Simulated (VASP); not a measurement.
# Ga6H (I-4) in VASP: single point with PBE

Aim: the single point of Ga6H with PBE.

All numbers are computed with VASP 6.6.1; they aren't measurements. Logs are shortened: lines on timing, memory, paths and dates and some standing lists are left out, and cuts for length are marked.

## Step 1: The cell of the first run

Symmetry: I-4, No. 82, tetragonal system. Conventional cell: a = 6.218 Å, b = 6.218 Å, c = 6.136 Å, α = 90.00°, β = 90.00°, γ = 90.00°. Within 2.7 Å of Ga (site symmetry 1) lie 1 H at 2.01 Å. Within 3.7 Å of Ga (site symmetry -4) lie 12 Ga at 2.82 to 3.47 Å and 4 H at 3.47 Å. Ga (site symmetry -4) has 12 Ga at 2.81 to 3.47 Å and 2 H at 3.07 Å within 3.7 Å. H (site symmetry -4) has 4 Ga at 2.01 Å within 2.7 Å.

## Step 2: Single point, PBE

Input file INCAR:

```
ALGO     = Fast           # electronic algorithm
EDIFF    = 1E-6           # SCF threshold, eV
ENCUT    = 520            # plane-wave cutoff, eV
GGA      = PE             # functional
ISIF     = 2              # what is computed and relaxed
ISMEAR   = 0              # smearing method
LASPH    = True           # aspherical terms in the spheres
LCHARG   = False          # write CHGCAR
LREAL    = False          # projectors in reciprocal space
LWAVE    = False          # write WAVECAR
NBANDS   = 48             # bands
NELM     = 100            # most SCF steps
PREC     = Accurate       # precision mode
SIGMA    = 0.1            # smearing width, eV
```

Input file KPOINTS:

```
k-points
0
Gamma
  8 8 8
```

Input file POSCAR:

```
Ga6H
1.0
   -3.1089878672      3.0678106807      3.1089878672
    3.1089878672     -3.0678106807      3.1089878672
    3.1089878672      3.0678106807     -3.1089878672
Ga H
6 1
Direct
    0.2320179632      0.6374656707      0.3822797316
    0.3750000000      0.2500000000      0.6250000000
    0.7448140609      0.8625343293      0.0945522925
    0.1250000000      0.7500000000      0.8750000000
    0.6177202684      0.3497382316      0.2551859391
    0.9054477075      0.1502617684      0.7679820368
    0.6250000000      0.7500000000      0.3750000000
```

Potentials or basis: VASP PAW PBE potentials, release 64 (Ga_d, H).

Started as:

```bash
$ cat potpaw_PBE.64/Ga_d/POTCAR potpaw_PBE.64/H/POTCAR > POTCAR
$ mpirun -np 1 vasp_std > vasp.out
```

OUTCAR:

```text
EDIFF = 1E-6
   ENCUT = 520
   GGA = PE
   ISIF = 2
   ISMEAR = 0
   LASPH = True
   LREAL = False
   NELM = 100
   PREC = Accurate

 ion  position               nearest neighbor table
   1  0.232  0.637  0.382-   4 2.81   2 2.82   6 2.85   5 2.85   4 2.88
   2  0.375  0.250  0.625-   3 2.82   5 2.82   6 2.82   1 2.82
   3  0.745  0.863  0.095-   4 2.81   2 2.82   5 2.85   6 2.85   4 2.88
   4  0.125  0.750  0.875-   1 2.81   3 2.81   6 2.81   5 2.81   1 2.88   5 2.88   3 2.88   6 2.88

   5  0.618  0.350  0.255-   4 2.81   2 2.82   3 2.85   1 2.85   4 2.88
   6  0.905  0.150  0.768-   4 2.81   2 2.82   1 2.85   3 2.85   4 2.88
   7  0.625  0.750  0.375-

  LATTYP: Found a body centered tetragonal cell.
 ALAT       =     6.2179757344
 C/A-ratio  =     0.9867554367

  Lattice vectors:

 A1 = (  -3.1089878672,  -3.0678106807,   3.1089878672)
 A2 = (   3.1089878672,  -3.0678106807,  -3.1089878672)
 A3 = (   3.1089878672,   3.0678106807,   3.1089878672)

Analysis of symmetry for initial positions (statically):
=====================================================================
 Subroutine PRICEL returns:
 Original cell was already a primitive cell.

 Routine SETGRP: Setting up the symmetry group for a
 body centered tetragonal supercell.

 Subroutine GETGRP returns: Found  4 space group operations
 (whereof  1 operations were pure point group operations)
 out of a pool of 16 trial point group operations.

The static configuration has the point symmetry C_1 .
 The point group associated with its full space group is S_4 .

Analysis of symmetry for dynamics (positions and initial velocities):
=====================================================================
 Subroutine PRICEL returns:
 Original cell was already a primitive cell.

 Routine SETGRP: Setting up the symmetry group for a
 body centered tetragonal supercell.

 Subroutine GETGRP returns: Found  4 space group operations
 (whereof  1 operations were pure point group operations)
 out of a pool of 16 trial point group operations.

The dynamic configuration has the point symmetry C_1 .
 The point group associated with its full space group is S_4 .

 Subroutine INISYM returns: Found  4 space group operations
 (whereof  1 operations are pure point group operations),
 and found     1 'primitive' translations

----------------------------------------------------------------------------------------

                                     Primitive cell

  volume of cell :     118.6114

  direct lattice vectors                    reciprocal lattice vectors
    -3.108987867  3.067810681  3.108987867     0.000000000  0.162982678  0.160824044
     3.108987867 -3.067810681  3.108987867     0.160824044  0.000000000  0.160824044
     3.108987867  3.067810681 -3.108987867     0.160824044  0.162982678  0.000000000

  length of vectors
     5.361256708  5.361256708  5.361256708     0.228971016  0.227439543  0.228971016

  position of ions in fractional coordinates (direct lattice)
     0.232017963  0.637465671  0.382279732
     0.375000000  0.250000000  0.625000000
     0.744814061  0.862534329  0.094552292
     0.125000000  0.750000000  0.875000000
     0.617720268  0.349738232  0.255185939
     0.905447708  0.150261768  0.767982037
     0.625000000  0.750000000  0.375000000

  ion indices of the primitive-cell ions
   primitive index   ion index
                 1           1
                 2           2
                 3           3
                 4           4
                 5           5
                 6           6
                 7           7

----------------------------------------------------------------------------------------

 KPOINTS: k-points

Automatic generation of k-mesh.
 Grid dimensions read from file:
 generate k-points for:    8    8    8

 Generating k-lattice:

  Cartesian coordinates                     Fractional coordinates (reciprocal lattice)
     0.000000000  0.020372835  0.020103005     0.125000000  0.000000000  0.000000000
     0.020103005  0.000000000  0.020103005     0.000000000  0.125000000  0.000000000
     0.020103005  0.020372835  0.000000000     0.000000000  0.000000000  0.125000000

  Length of vectors
     0.028621377  0.028429943  0.028621377

  Shift w.r.t. Gamma in fractional coordinates (k-lattice)
     0.000000000  0.000000000  0.000000000

 Subroutine IBZKPT returns following result:
 ===========================================

 Found     78 irreducible k-points:

 Following reciprocal coordinates:
            Coordinates               Weight
  0.000000  0.000000  0.000000      1.000000
  0.125000  0.000000  0.000000      8.000000
  0.250000  0.000000  0.000000      8.000000
  0.375000  0.000000 -0.000000      8.000000
  0.500000  0.000000  0.000000      4.000000
  0.000000  0.125000  0.000000      4.000000
[... 16 lines left out ...]
  0.375000  0.250000  0.000000      8.000000
 -0.375000 -0.375000  0.000000      8.000000
 [... further k-points ...]
   k-points           NKPTS =     78   k-points in BZ     NKDIM =     78   number of bands    NBANDS=     48
   number of dos      NEDOS =    301   number of ions     NIONS =      7
   total plane-waves  NPLWV =  64000
   dimension x,y,z NGX =    40 NGY =   40 NGZ =   40
   dimension x,y,z NGXF=    80 NGYF=   80 NGZF=   80
   ions per type =               6   1
   NGX,Y,Z   is equivalent  to a cutoff of  12.40, 12.40, 12.40 a.u.
   NGXF,Y,Z  is equivalent  to a cutoff of  24.81, 24.81, 24.81 a.u.
 SYSTEM =  unknown system
   PREC   = accura    normal or accurate (medium, high low for compatibility)
   ISTART =      0    job   : 0-new  1-cont  2-samecut
   ICHARG =      2    charge: 1-file 2-atom 10-const
   ISPIN  =      1    spin polarized calculation?
   LNONCOLLINEAR =      F non collinear calculations
   LSORBIT =      F    spin-orbit coupling
   LASPH  =      T    aspherical Exc in radial PAW
   ENCUT  =  520.0 eV  38.22 Ry    6.18 a.u.   9.97  9.97  9.97*2*pi/ulx,y,z
   NELM   =    100;   NELMIN=  2; NELMDL= -5     # of ELM steps
   EDIFF  = 0.1E-05   stopping-criterion for ELM
   LREAL  =      F    real-space projection
[... 7 lines left out ...]
   TEBEG  =    0.0;   TEEND  =   0.0 temperature during run
   PSTRESS=    0.0 pullay stress
   NELECT =      79.0000    total number of electrons
   NUPDOWN=      -1.0000    fix difference up-down
   EMIN   =  10.00;   EMAX   =-10.00  energy-range for DOS
   EFERMI =   0.00;   METHOD = LEGACY
   ISMEAR =     0;   SIGMA  =   0.10  broadening in eV -4-tet -1-fermi 0-gaus
   EFERMI_NEDOS =   21; number of points for ismear=-14 and -15
   IALGO  =     68    algorithm
   IMIX   =      4    mixing-type and parameters
     AMIX     =   0.40;   BMIX     =  1.00
     AMIX_MAG =   1.60;   BMIX_MAG =  1.00
  volume/ion in A,a.u.               =      16.94       114.35
  Fermi-wavevector in a.u.,A,eV,Ry     =   1.429689  2.701721 27.810464  2.044011
  Thomas-Fermi vector in A             =   2.549616
   LORBIT       =      0    0 simple, 1 ext, 2 COOP (PROOUT), +10 PAW based schemes
   GGA     = PE    functional components
   LHFCALC =     F    Hartree Fock is set to
   AEXX    =    0.0000 exact exchange contribution
   IVDW    =     0    specifies the selected vdW correction
   LEPSILON=     F    determine dielectric tensor
   LRPA    =     F    only Hartree local field effects (RPA)
 non-spin polarized calculation
 RMM-DIIS sequential band-by-band and
 Gauss-broadening in eV      SIGMA  =   0.10
  energy-cutoff  :      520.00
  volume of cell :      118.61
 maximum number of plane-waves:      3252
   NGX = 19   NGY = 19   NGZ = 19

 number of electron      78.9999973 magnetization

 Free energy of the ion-electron system (eV)
  ---------------------------------------------------
  ext. energy  EPLUGINS =         0.00000000
  ---------------------------------------------------
  free energy    TOTEN  =       -19.91789698 eV

  energy without entropy =      -19.90410754  energy(sigma->0) =      -19.91100226

 E-fermi :   5.1849     XC(G=0): -10.8826

 val. band max:        5.1728516161   @ k =   0.3750  -0.3750   0.1250
 cond. band min:       5.1983675808   @ k =  -0.3750  -0.3750   0.1250
 fundamental gap:      0.0255159648
 Fermi energy:         5.1848846795

 k-point     1 :       0.0000    0.0000    0.0000
  band No.  band energies     occupation
      1      -9.7761      2.00000
      2      -9.7512      2.00000
      3      -9.7320      2.00000
      4      -9.7250      2.00000
      5      -9.7250      2.00000
      6      -9.7229      2.00000
[... 40 lines left out ...]
     47      10.3959      0.00000
     48      10.9398      0.00000

 k-point     2 :       0.1250    0.0000    0.0000
  band No.  band energies     occupation
      1      -9.7831      2.00000
      2      -9.7573      2.00000
      3      -9.7495      2.00000
      4      -9.7343      2.00000
      5      -9.7254      2.00000
      6      -9.7136      2.00000
[... 40 lines left out ...]
     47      10.5708      0.00000
     48      12.2801      0.00000

 k-point     3 :       0.2500    0.0000    0.0000
  band No.  band energies     occupation
      1      -9.8001      2.00000
      2      -9.7733      2.00000
      3      -9.7576      2.00000
      4      -9.7457      2.00000
      5      -9.7258      2.00000
      6      -9.7175      2.00000
[... 40 lines left out ...]
     47      10.9182      0.00000
     48      12.1593      0.00000

 k-point     4 :       0.3750    0.0000   -0.0000
  band No.  band energies     occupation
      1      -9.8121      2.00000
      2      -9.7933      2.00000
      3      -9.7556      2.00000
      4      -9.7495      2.00000
      5      -9.7328      2.00000
      6      -9.7196      2.00000
[... 958 lines left out ...]
     47       9.8738      0.00000
     48      10.3413      0.00000

 k-point    23 :       0.3750    0.2500    0.0000
  band No.  band energies     occupation
      1      -9.8052      2.00000
      2      -9.7971      2.00000
      3      -9.7704      2.00000
      4      -9.7626      2.00000
      5      -9.7393      2.00000
      6      -9.7323      2.00000
[... 40 lines left out ...]
     47       9.6936      0.00000
     48      10.2339      0.00000

 k-point    24 :      -0.3750   -0.3750    0.0000
  band No.  band energies     occupation
      1      -9.8038      2.00000
      2      -9.7955      2.00000
      3      -9.7764      2.00000
      4      -9.7611      2.00000
      5      -9.7435      2.00000
      6      -9.7297      2.00000
[... 40 lines left out ...]
     47       9.5882      0.00000
     48      10.4763      0.00000

 [... further k-points ...]
[... 5 lines left out ...]
  --------------------------------------------------------------------------------------
  -------------------------------------------------------------------------------------
  Total        0.0364588     -0.0142237      0.0364588      0.0000000      0.0000000      0.0000000
  in kB        0.4924769     -0.1921312      0.4924769      0.0000000      0.0000000      0.0000005
  external PRESSURE =       0.2642742 kB  Pullay stress =       0.0000000 kB

 VOLUME and BASIS-vectors are now :
 -----------------------------------------------------------------------------
  energy-cutoff  :      520.00
  volume of cell :      118.61
      direct lattice vectors                 reciprocal lattice vectors
    -3.108987867  3.067810681  3.108987867     0.000000000  0.162982678  0.160824044
     3.108987867 -3.067810681  3.108987867     0.160824044  0.000000000  0.160824044
     3.108987867  3.067810681 -3.108987867     0.160824044  0.162982678  0.000000000

 POSITION                                       TOTAL-FORCE (eV/Angst)
 -----------------------------------------------------------------------------------
      2.44904     -0.07107      1.51471        -0.000063      0.006368      0.003769
      1.55449      2.30086      0.00000         0.000000      0.000000      0.000000
      0.65995     -0.07107      4.70326         0.000063      0.006368     -0.003769
      4.66348      0.76695      0.00000         0.000000      0.000000      0.000000
     -0.03978      1.60498      2.21445         0.003769     -0.006368      0.000063
      0.03978      4.67279      0.89454        -0.003769     -0.006368     -0.000063
      1.55449      0.76695      3.10899         0.000000      0.000000      0.000000
 -----------------------------------------------------------------------------------
    total drift:                                0.000000      0.000001     -0.000001

  FREE ENERGIE OF THE ION-ELECTRON SYSTEM (eV)
  ---------------------------------------------------
  free  energy   TOTEN  =       -19.9178969751 eV

  energy  without entropy=      -19.9041075378  energy(sigma->0) =      -19.91100226
```

Wall time 8.1 min (1 thread of Intel Xeon 6975P-C, shared host); peak memory 0.46 GiB.

Results:

* Free energy: -19.9179 eV
* Pressure: 0.0 GPa
* Largest force: 0.007 eV/Å

Forces in eV/Å, atoms in the order of the input:
```
Ga   0.000  0.006  0.004
Ga   0.000  0.000  0.000
Ga   0.000  0.006 -0.004
Ga   0.000  0.000  0.000
Ga   0.004 -0.006  0.000
Ga  -0.004 -0.006  0.000
H    0.000  0.000  0.000
```

Levels at points of the mesh, in eV from the Fermi level:
| k point | band 37 | band 38 | band 39 | band 40 | band 41 | band 42 |
| --- | --- | --- | --- | --- | --- | --- |
| (0.00, 0.00, 0.00) | -2.63 | -2.30 | -2.30 | -2.06 | -1.91 | -1.91 |
| (0.50, 0.00, 0.00) | -1.72 | -0.92 | -0.71 | -0.49 | 1.94 | 2.67 |
| (0.00, 0.50, 0.00) | -1.98 | -0.99 | -0.81 | -0.66 | 1.94 | 2.46 |
| (0.50, 0.50, 0.50) | -0.33 | 1.04 | 1.19 | 1.19 | 1.28 | 1.44 |
